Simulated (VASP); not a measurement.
A run of VASP 6.6.1 is set up as follows.

The input INCAR:

```
SYSTEM = Si
PREC     = Accurate       ! precision mode
ENCUT    = 450            ! plane-wave cutoff, eV
EDIFF    = 1E-7           ! SCF threshold, eV
ISMEAR   = 0              ! smearing method
SIGMA    = 0.02           ! smearing width, eV
LREAL    = .False.        ! projectors in reciprocal space
LASPH    = .True.         ! aspherical terms in the spheres
NELM     = 120            ! most SCF steps
ALGO     = Normal         ! electronic algorithm
ISIF     = 2              ! what is computed and relaxed
LWAVE    = .False.        ! write WAVECAR
LCHARG   = .False.        ! write CHGCAR
GGA      = PS             ! functional
IBRION   = 2              ! ionic algorithm
NSW      = 60             ! ionic steps
EDIFFG   = -0.002         ! ionic threshold
GGA_COMPAT= .False.      
NELMIN   = 4
```

The input KPOINTS:

```
Automatic mesh
0
Gamma
  9 9 9
  0 0 0
```

Contents of POSCAR:

```
Si
1.0
    0.0414401690      2.7504469544      2.7504469544
    2.7504469544      0.0414401690      2.7504469544
    2.7504469544      2.7504469544      0.0414401690
Si
2
Direct
    0.0010424718      0.0010424718      0.0010424718
    0.2489575282      0.2489575282      0.2489575282
```

Potentials or basis: VASP PAW PBE potentials, release 64 (Si).

Command:

```sh
$ cat potpaw_PBE.64/Si/POTCAR > POTCAR
$ mpirun -np 1 vasp_std > vasp.out
```

Problem. Estimate the band gap on the k mesh.

Solution. 0.40 eV (least direct gap 2.19 eV).

Problem. Estimate the energy gained by relaxing.

Solution. 0.0 meV/atom.

Stress tensor (GPa, compression positive):
```
-1.18 -1.12 -1.12
-1.12 -1.18 -1.12
-1.12 -1.12 -1.18
```

Caveat: the cell differs from its parent crystal (strained cell); the PAW data sets were made with another functional, which shifts forces and pressure a little. A k mesh can miss the band edges.
